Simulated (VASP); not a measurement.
# AlCo (Pm-3m) in VASP: notebook

AlCo is run at these levels: PBE, revPBE, BLYP; tasks: single point.

Everything below comes from runs of VASP 6.6.1. Logs are shortened: lines on timing, memory, paths and dates and some standing lists are left out, and cuts for length are marked.

## (1) The cell of the first run

The structure is cubic, space group Pm-3m (No. 221). The conventional cell has a = 2.819 Å, b = 2.819 Å, c = 2.819 Å, α = 90.00°, β = 90.00°, γ = 90.00°. Al (site symmetry m-3m) has 8 Co at 2.44 Å and 6 Al at 2.82 Å within 3.2 Å. Within 3.2 Å of Co (site symmetry m-3m) lie 8 Al at 2.44 Å and 6 Co at 2.82 Å.

## (2) Single point, PBE, collinear spin, ferromagnetic start

The input, INCAR:

```
PREC     = Accurate       # precision mode
ENCUT    = 600            # plane-wave cutoff, eV
EDIFF    = 1E-6           # SCF threshold, eV
ISMEAR   = -1             # smearing method
SIGMA    = 0.05           # smearing width, eV
LREAL    = False          # projectors in reciprocal space
LASPH    = True           # aspherical terms in the spheres
NELM     = 200            # most SCF steps
ALGO     = Normal         # electronic algorithm
ISIF     = 2              # what is computed and relaxed
LWAVE    = False          # write WAVECAR
LCHARG   = False          # write CHGCAR
ISPIN    = 2              # spin polarisation
MAGMOM   = 0 2.5          # initial moments
LORBIT   = 11             # projections on sites
LMAXMIX  = 4              # l up to which the mixer works
GGA      = PE             # functional
NBANDS   = 17             # bands
GGA_COMPAT= False
```

The input, KPOINTS:

```
regular mesh
0
Gamma
  12 12 12
```

The input, POSCAR:

```
AlCo
1.0
    2.8194000000      0.0000000000      0.0000000000
    0.0000000000      2.8194000000      0.0000000000
    0.0000000000      0.0000000000      2.8194000000
Al Co
1 1
Direct
    0.0000000000      0.0000000000      0.0000000000
    0.5000000000      0.5000000000      0.5000000000
```

Potentials or basis: VASP PAW PBE potentials, release 64 (Al, Co).

The run is started by

```bash
$ cat potpaw_PBE.64/Al/POTCAR potpaw_PBE.64/Co/POTCAR > POTCAR
$ mpirun -np 1 vasp_std > vasp.out
```

OUTCAR:

```text
PREC = Accurate
   ENCUT = 600
   EDIFF = 1E-6
   ISMEAR = -1
   LREAL = False
   LASPH = True
   NELM = 200
   ISIF = 2
   ISPIN = 2
   LORBIT = 11
   GGA = PE

 ion  position               nearest neighbor table
   1  0.000  0.000  0.000-   2 2.44   2 2.44   2 2.44   2 2.44   2 2.44   2 2.44   2 2.44   2 2.44

   2  0.500  0.500  0.500-   1 2.44   1 2.44   1 2.44   1 2.44   1 2.44   1 2.44   1 2.44   1 2.44

  LATTYP: Found a simple cubic cell.
 ALAT       =     2.8194000000

  Lattice vectors:

 A1 = (   2.8194000000,   0.0000000000,   0.0000000000)
 A2 = (   0.0000000000,   2.8194000000,   0.0000000000)
 A3 = (   0.0000000000,   0.0000000000,   2.8194000000)

Analysis of symmetry for initial positions (statically):
=====================================================================
 Subroutine PRICEL returns:
 Original cell was already a primitive cell.

 Routine SETGRP: Setting up the symmetry group for a
 simple cubic supercell.

 Subroutine GETGRP returns: Found 48 space group operations
 (whereof 48 operations were pure point group operations)
 out of a pool of 48 trial point group operations.

The static configuration has the point symmetry O_h .

Analysis of symmetry for dynamics (positions and initial velocities):
=====================================================================
 Subroutine PRICEL returns:
 Original cell was already a primitive cell.

 Routine SETGRP: Setting up the symmetry group for a
 simple cubic supercell.

 Subroutine GETGRP returns: Found 48 space group operations
 (whereof 48 operations were pure point group operations)
 out of a pool of 48 trial point group operations.

The dynamic configuration has the point symmetry O_h .

Analysis of structural, dynamic, and magnetic symmetry:
=====================================================================
 Subroutine PRICEL returns:
 Original cell was already a primitive cell.

 Routine SETGRP: Setting up the symmetry group for a
 simple cubic supercell.

 Subroutine GETGRP returns: Found 48 space group operations
 (whereof 48 operations were pure point group operations)
 out of a pool of 48 trial point group operations.

The overall configuration has the point symmetry O_h .

 Subroutine INISYM returns: Found 48 space group operations
 (whereof 48 operations are pure point group operations),
 and found     1 'primitive' translations

----------------------------------------------------------------------------------------

                                     Primitive cell

  volume of cell :      22.4115

  direct lattice vectors                    reciprocal lattice vectors
     2.819400000  0.000000000  0.000000000     0.354685394  0.000000000  0.000000000
     0.000000000  2.819400000  0.000000000     0.000000000  0.354685394  0.000000000
     0.000000000  0.000000000  2.819400000     0.000000000  0.000000000  0.354685394

  length of vectors
     2.819400000  2.819400000  2.819400000     0.354685394  0.354685394  0.354685394

  position of ions in fractional coordinates (direct lattice)
     0.000000000  0.000000000  0.000000000
     0.500000000  0.500000000  0.500000000

  ion indices of the primitive-cell ions
   primitive index   ion index
                 1           1
                 2           2

----------------------------------------------------------------------------------------

 KPOINTS: regular mesh

Automatic generation of k-mesh.
 Grid dimensions read from file:
 generate k-points for:   12   12   12

 Generating k-lattice:

  Cartesian coordinates                     Fractional coordinates (reciprocal lattice)
     0.029557116  0.000000000  0.000000000     0.083333333  0.000000000  0.000000000
     0.000000000  0.029557116  0.000000000     0.000000000  0.083333333  0.000000000
     0.000000000  0.000000000  0.029557116     0.000000000  0.000000000  0.083333333

  Length of vectors
     0.029557116  0.029557116  0.029557116

  Shift w.r.t. Gamma in fractional coordinates (k-lattice)
     0.000000000  0.000000000  0.000000000

 Subroutine IBZKPT returns following result:
 ===========================================

 Found     84 irreducible k-points:

 Following reciprocal coordinates:
            Coordinates               Weight
  0.000000  0.000000  0.000000      1.000000
  0.083333  0.000000  0.000000      6.000000
  0.166667  0.000000  0.000000      6.000000
  0.250000  0.000000  0.000000      6.000000
  0.333333  0.000000  0.000000      6.000000
  0.416667  0.000000  0.000000      6.000000
[... 16 lines left out ...]
  0.333333  0.333333  0.000000     12.000000
  0.416667  0.333333  0.000000     24.000000
 [... further k-points ...]
   k-points           NKPTS =     84   k-points in BZ     NKDIM =     84   number of bands    NBANDS=     17
   number of dos      NEDOS =    301   number of ions     NIONS =      2
   total plane-waves  NPLWV =  13824
   dimension x,y,z NGX =    24 NGY =   24 NGZ =   24
   dimension x,y,z NGXF=    48 NGYF=   48 NGZF=   48
   ions per type =               1   1
   NGX,Y,Z   is equivalent  to a cutoff of  14.15, 14.15, 14.15 a.u.
   NGXF,Y,Z  is equivalent  to a cutoff of  28.30, 28.30, 28.30 a.u.
 SYSTEM =  unknown system
   PREC   = accura    normal or accurate (medium, high low for compatibility)
   ISTART =      0    job   : 0-new  1-cont  2-samecut
   ICHARG =      2    charge: 1-file 2-atom 10-const
   ISPIN  =      2    spin polarized calculation?
   LNONCOLLINEAR =      F non collinear calculations
   LSORBIT =      F    spin-orbit coupling
   LASPH  =      T    aspherical Exc in radial PAW
   ENCUT  =  600.0 eV  44.10 Ry    6.64 a.u.   5.63  5.63  5.63*2*pi/ulx,y,z
   NELM   =    200;   NELMIN=  2; NELMDL= -5     # of ELM steps
   EDIFF  = 0.1E-05   stopping-criterion for ELM
   LREAL  =      F    real-space projection
   EDIFFG = 0.1E-04   stopping-criterion for IOM
   NSW    =      0    number of steps for IOM
   IBRION =     -1    ionic relax: 0-MD 1-quasi-New 2-CG
   NFREE  =      0    steps in history (QN), initial steepest desc. (CG)
   ISIF   =      2    stress and relaxation
   ISYM   =      2    0-nonsym 1-usesym 2-fastsym
   POTIM  = 0.5000    time-step for ionic-motion
   TEBEG  =    0.0;   TEEND  =   0.0 temperature during run
   PSTRESS=    0.0 pullay stress
   NELECT =      12.0000    total number of electrons
   NUPDOWN=      -1.0000    fix difference up-down
   EMIN   =  10.00;   EMAX   =-10.00  energy-range for DOS
   EFERMI =   0.00;   METHOD = LEGACY
   ISMEAR =    -1;   SIGMA  =   0.05  broadening in eV -4-tet -1-fermi 0-gaus
   EFERMI_NEDOS =   21; number of points for ismear=-14 and -15
   IALGO  =     38    algorithm
   IMIX   =      4    mixing-type and parameters
     AMIX     =   0.40;   BMIX     =  1.00
     AMIX_MAG =   1.60;   BMIX_MAG =  1.00
  volume/ion in A,a.u.               =      11.21        75.62
  Fermi-wavevector in a.u.,A,eV,Ry     =   1.329368  2.512141 24.044478  1.767219
  Thomas-Fermi vector in A             =   2.458536
   LORBIT       =     11    0 simple, 1 ext, 2 COOP (PROOUT), +10 PAW based schemes
   GGA     = PE    functional components
   LHFCALC =     F    Hartree Fock is set to
   AEXX    =    0.0000 exact exchange contribution
   IVDW    =     0    specifies the selected vdW correction
   LEPSILON=     F    determine dielectric tensor
   LRPA    =     F    only Hartree local field effects (RPA)
 spin polarized calculation
  energy-cutoff  :      600.00
  volume of cell :       22.41
 maximum number of plane-waves:       768
 NGX is ok and might be reduce to    24
   NGX = 11   NGY = 11   NGZ = 11

 number of electron      11.9999996 magnetization       0.0010088

 Free energy of the ion-electron system (eV)
  ---------------------------------------------------
  ext. energy  EPLUGINS =         0.00000000
  ---------------------------------------------------
  free energy    TOTEN  =       -11.97607406 eV

  energy without entropy =      -11.96910051  energy(sigma->0) =      -11.97258729

 E-fermi :  11.0220     XC(G=0): -12.4235

 val. band max:       11.0095319954   @ k =   0.4167   0.4167   0.0000
 cond. band min:      11.0266388361   @ k =   0.5000   0.4167   0.1667
 fundamental gap:      0.0171068407
 Fermi energy:        11.0219654774

 spin component 1

 k-point     1 :       0.0000    0.0000    0.0000
  band No.  band energies     occupation
      1      -0.2806      1.00000
      2       7.9066      1.00000
      3       7.9067      1.00000
      4      10.1330      1.00000
      5      10.1330      1.00000
      6      10.1330      1.00000
[... 9 lines left out ...]
     16      34.9902      0.00000
     17      34.9902      0.00000
[... 441 lines left out ...]
 k-point    24 :       0.4167    0.3333    0.0000
  band No.  band energies     occupation
      1       4.5303      1.00000
      2       6.7403      1.00000
      3       8.3353      1.00000
      4       8.9423      1.00000
      5       9.4272      1.00000
      6       9.6091      1.00000
[... 9 lines left out ...]
     16      33.6574      0.00000
     17      33.8181      0.00000

 [... further k-points ...]

 spin component 2

 k-point     1 :       0.0000    0.0000    0.0000
  band No.  band energies     occupation
      1      -0.2807      1.00000
      2       7.9084      1.00000
      3       7.9084      1.00000
      4      10.1335      1.00000
      5      10.1335      1.00000
      6      10.1335      1.00000
[... 9 lines left out ...]
     16      34.9900      0.00000
     17      34.9900      0.00000
[... 441 lines left out ...]
 k-point    24 :       0.4167    0.3333    0.0000
  band No.  band energies     occupation
      1       4.5302      1.00000
      2       6.7406      1.00000
      3       8.3358      1.00000
      4       8.9436      1.00000
      5       9.4276      1.00000
      6       9.6095      1.00000
[... 9 lines left out ...]
     16      33.6575      0.00000
     17      33.8179      0.00000

 [... further k-points ...]

------------------------ aborting loop because EDIFF is reached ----------------------------------------

  FORCE on cell =-STRESS in cart. coord.  units (eV):
  Direction    XX          YY          ZZ          XY          YZ          ZX
  --------------------------------------------------------------------------------------
  -------------------------------------------------------------------------------------
  Total        0.9226057      0.9226057      0.9226057     -0.0000000      0.0000000      0.0000000
  in kB       65.9563551     65.9563551     65.9563551     -0.0000000      0.0000000      0.0000000
  external PRESSURE =      65.9563551 kB  Pullay stress =       0.0000000 kB

 VOLUME and BASIS-vectors are now :
 -----------------------------------------------------------------------------
  energy-cutoff  :      600.00
  volume of cell :       22.41
      direct lattice vectors                 reciprocal lattice vectors
     2.819400000  0.000000000  0.000000000     0.354685394  0.000000000  0.000000000
     0.000000000  2.819400000  0.000000000     0.000000000  0.354685394  0.000000000
     0.000000000  0.000000000  2.819400000     0.000000000  0.000000000  0.354685394

 POSITION                                       TOTAL-FORCE (eV/Angst)
 -----------------------------------------------------------------------------------
      0.00000      0.00000      0.00000         0.000000      0.000000      0.000000
      1.40970      1.40970      1.40970         0.000000      0.000000      0.000000
 -----------------------------------------------------------------------------------
    total drift:                                0.000000     -0.000000     -0.000000

  FREE ENERGIE OF THE ION-ELECTRON SYSTEM (eV)
  ---------------------------------------------------
  free  energy   TOTEN  =       -11.9760740596 eV

  energy  without entropy=      -11.9691005106  energy(sigma->0) =      -11.97258729

 total charge

# of ion       s       p       d       tot
------------------------------------------
    1        0.399   0.443   0.000   0.842
    2        0.447   0.535   7.531   8.513
--------------------------------------------------
tot          0.845   0.978   7.531   9.355

 magnetization (x)

# of ion       s       p       d       tot
------------------------------------------
    1       -0.000  -0.000   0.000  -0.000
    2       -0.000  -0.000   0.001   0.001
--------------------------------------------------
tot         -0.000  -0.000   0.001   0.001
```

It took 45 s on 1 thread of Intel Xeon Platinum 8259CL at 2.50GHz (Skylake/Cascade Lake), shared host; peak memory 0.19 GiB.

What came out:

| Quantity | Value |
| --- | --- |
| Free energy | -11.9761 eV |
| Pressure | 6.6 GPa |
| Band gap on the k mesh | zero (filled and empty bands overlap) |
| Net moment | 0.00 μB per cell |
| Valence electrons inside the program's atomic spheres | Al 0.84; Co 8.51 |

Caveat: the cell stands under pressure.

## (3) Single point, revPBE, collinear spin, ferromagnetic start

The input, INCAR:

```
SYSTEM = AlCo
  PREC = Accurate
  ENCUT = 600
  EDIFF = 1E-6
  ISMEAR = -1
  SIGMA = 0.05
  LREAL = .FALSE.
  LASPH = .TRUE.
  NELM = 200
  ALGO = Normal
  ISIF = 2
  LWAVE = .FALSE.
  LCHARG = .TRUE.
  ISPIN = 2
  MAGMOM = 0 2.5
  LORBIT = 11
  LMAXMIX = 4
  GGA = RE
  LELF = .TRUE.
  LVHAR = .TRUE.
  NBANDS = 17
  GGA_COMPAT = .FALSE.
```

The input, KPOINTS:

```
Automatic mesh
0
G
  12 12 12
  0 0 0
```

POSCAR is that of step 2.

Potentials or basis: VASP PAW PBE potentials, release 64 (Al, Co).

The run is started by

```bash
$ cat potpaw_PBE.64/Al/POTCAR potpaw_PBE.64/Co/POTCAR > POTCAR
$ mpirun -np 1 vasp_std > vasp.out
```

It took 50 s on 1 thread of Intel Xeon Platinum 8259CL at 2.50GHz (Skylake/Cascade Lake), shared host; peak memory 0.19 GiB.

The run converged. Its results:

* Free energy: -11.3121 eV
* Pressure: 9.6 GPa
* Band gap on the k mesh: zero (filled and empty bands overlap)
* Net moment: 0.00 μB per cell
* Valence electrons inside the program's atomic spheres: Al 0.84; Co 8.51

Levels at points of the mesh, in eV from the Fermi level:
Spin up:
```tsv
k point	band 2	band 3	band 4	band 5	band 6	band 7	band 8	band 9	band 10	band 11
(0.00, 0.00, 0.00)	-3.12	-3.12	-0.90	-0.90	-0.90	6.15	6.15	6.15	8.82	8.82
(0.50, 0.00, 0.00)	-6.80	-2.49	-1.80	-1.80	-0.78	0.19	8.39	10.78	10.78	12.02
(0.50, 0.50, 0.00)	-3.19	-2.76	-2.76	-1.60	-1.60	-0.25	2.52	3.65	13.19	16.11
(0.50, 0.50, 0.50)	-4.11	-4.11	-0.21	-0.21	2.37	2.37	2.37	4.50	5.48	5.48
```
Spin down:
```csv
k point,band 2,band 3,band 4,band 5,band 6,band 7,band 8,band 9,band 10,band 11
"(0.00, 0.00, 0.00)",-3.11,-3.11,-0.90,-0.90,-0.90,6.15,6.15,6.15,8.82,8.82
"(0.50, 0.00, 0.00)",-6.80,-2.49,-1.80,-1.80,-0.78,0.19,8.39,10.78,10.78,12.02
"(0.50, 0.50, 0.00)",-3.19,-2.76,-2.76,-1.59,-1.59,-0.25,2.52,3.65,13.19,16.11
"(0.50, 0.50, 0.50)",-4.10,-4.10,-0.21,-0.21,2.37,2.37,2.37,4.50,5.48,5.48
```

Caveat: the cell stands under pressure; the PAW data sets were made with another functional, which shifts forces and pressure a little.

## (4) Single point, BLYP, collinear spin, ferromagnetic start

The input, INCAR:

```
SYSTEM = AlCo
AGGAC    = 1.0          
AGGAX    = 1.0          
ALDAC    = 0.0          
ALDAX    = 1.0          
ALGO     = Normal         ! electronic algorithm
EDIFF    = 1E-6           ! SCF threshold, eV
ENCUT    = 600            ! plane-wave cutoff, eV
GGA      = B5             ! functional
GGA_COMPAT= .FALSE.      
ISIF     = 2              ! what is computed and relaxed
ISMEAR   = -1             ! smearing method
ISPIN    = 2              ! spin polarisation
LASPH    = .TRUE.         ! aspherical terms in the spheres
LCHARG   = .FALSE.        ! write CHGCAR
LMAXMIX  = 4              ! l up to which the mixer works
LORBIT   = 11             ! projections on sites
LREAL    = .FALSE.        ! projectors in reciprocal space
LWAVE    = .FALSE.        ! write WAVECAR
MAGMOM   = 0 2.5          ! initial moments
NBANDS   = 17             ! bands
NELM     = 200            ! most SCF steps
PREC     = Accurate       ! precision mode
SIGMA    = 0.05           ! smearing width, eV
```

The input, KPOINTS:

```
k-points
0
G
  12 12 12
  0 0 0
```

POSCAR is that of step 3.

The run is started by

```bash
$ cat potpaw_PBE.64/Al/POTCAR potpaw_PBE.64/Co/POTCAR > POTCAR
$ mpirun -np 1 vasp_std > vasp.out
```

Run time: 52 s. Hardware: 1 thread of Intel Xeon Platinum 8259CL at 2.50GHz (Skylake/Cascade Lake), shared host; peak memory 0.19 GiB.

Results (log left out):

| Item | Value |
| --- | --- |
| Free energy | -9.9104 eV |
| Pressure | 11.9 GPa |
| Band gap on the k mesh | zero (filled and empty bands overlap) |
| Net moment | 0.00 μB per cell |
| Valence electrons inside the program's atomic spheres | Al 0.83; Co 8.55 |

Levels at points of the mesh, in eV from the Fermi level:
Spin up:
```tsv
k point	band 4	band 5	band 6	band 7	band 8	band 9
(0.00, 0.00, 0.00)	-0.96	-0.96	-0.96	6.10	6.10	6.10
(0.50, 0.00, 0.00)	-1.87	-1.87	-0.84	0.18	8.59	10.79
(0.50, 0.50, 0.00)	-2.67	-1.66	-1.66	-0.27	2.50	3.60
(0.50, 0.50, 0.50)	-0.23	-0.23	2.47	2.47	2.47	4.24
```
Spin down:
```tsv
k point	band 3	band 4	band 5	band 6	band 7	band 8	band 9	band 10
(0.00, 0.00, 0.00)	-3.10	-0.96	-0.96	-0.96	6.10	6.10	6.10	9.02
(0.50, 0.00, 0.00)	-2.50	-1.87	-1.87	-0.84	0.18	8.59	10.79	10.79
(0.50, 0.50, 0.00)	-2.67	-2.67	-1.66	-1.66	-0.26	2.50	3.60	12.98
(0.50, 0.50, 0.50)	-4.12	-0.23	-0.23	2.47	2.47	2.47	4.24	5.53
```

Caveat: the cell stands under pressure; the PAW data sets were made with another functional, which shifts forces and pressure a little.
